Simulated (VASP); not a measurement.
A run of VASP 6.6.1 is set up as follows.

The input INCAR:

```
ALGO = Fast ; EDIFF = 1E-6
ENCUT = 520 ; GGA = PE
ISIF = 2 ; ISMEAR = 0
LASPH = T ; LCHARG = T
LELF = T ; LREAL = F
LVHAR = T ; LWAVE = F
NBANDS = 16 ; NELM = 80
PREC = Accurate ; SIGMA = 0.1
```

File KPOINTS:

```
k-points
0
Gamma
  6 6 6
```

File POSCAR:

```
K
1.0
   -2.2081090471      2.2081090471      8.0458679461
    2.2081090471     -2.2081090471      8.0458679461
    2.2081090471      2.2081090471     -8.0458679461
K
2
Direct
    0.2500000000      0.7500000000      0.5000000000
    0.5000000000      0.5000000000      0.0000000000
```

Potentials or basis: VASP PAW PBE potentials, release 64 (K_sv).

The run is started by

```console
$ cat potpaw_PBE.64/K_sv/POTCAR > POTCAR
$ mpirun -np 1 vasp_std > vasp.out
```

Predict the pressure.

-0.1 GPa.

What does it give for the band gap on the k mesh?

Zero (bands 9 and 10 overlap by 2.77 eV).
